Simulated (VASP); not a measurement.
Set up this calculation in VASP 6.6.1, as the native input.

| Property | Result |
| --- | --- |
| Task | relaxation of the atoms |
| Functional | PBEsol |
| Potentials or basis | VASP PAW PBE potentials, release 64 (Pb_d, S) |
| Cutoff | 450 eV |
| k mesh | 10 × 10 × 10 |
| Occupations | gaussian, width 0.01 eV |
| Spin | no spin polarisation |
| Dipole correction | no |
| Further INCAR settings | ALGO = Normal; EDIFF = 1e-07; IBRION = 2; EDIFFG = -0.002; NSW = 60 |

The structure of PbS lies in POSCAR:

```
PbS
1.0
    0.0236150859      2.9459819667      2.9223668808
    2.9459819667      0.0236150859      2.9223668808
    2.9695970526      2.9695970526      0.0000000000
Pb S
1 1
Direct
    0.0000000000      0.0000000000      0.0000000000
    0.5000000000      0.5000000000      0.5000000000
```

This cell differs from its parent crystal: strained cell.

One way to write it, as run:

INCAR

```
  PREC = Accurate
  ENCUT = 450
  EDIFF = 1E-7
  ISMEAR = 0
  SIGMA = 0.01
  LREAL = False
  LASPH = True
  NELM = 120
  ALGO = Normal
  ISIF = 2
  LWAVE = False
  LCHARG = False
  GGA = PS
  IBRION = 2
  NSW = 60
  EDIFFG = -0.002
  GGA_COMPAT = False
  NELMIN = 4
```

KPOINTS

```
regular mesh
0
Gamma
  10 10 10
```

Potentials or basis: VASP PAW PBE potentials, release 64 (Pb_d, S).

Command:

```console
$ cat potpaw_PBE.64/Pb_d/POTCAR potpaw_PBE.64/S/POTCAR > POTCAR
$ mpirun -np 1 vasp_std > vasp.out
```

Results of the run:

```json
{
  "Pressure after relaxing": "0.9 GPa",
  "Band gap on the k mesh": "0.06 eV (least direct gap 0.13 eV)"
}
```

Caveat: the cell differs from its parent crystal (strained cell); the PAW data sets were made with another functional, which shifts forces and pressure a little; spin-orbit coupling is left out, which moves the levels of the heavy elements.

Wall time 2.9 min on 1 thread of Intel Xeon 8259CL, on a shared host, peak memory 0.24 GiB.
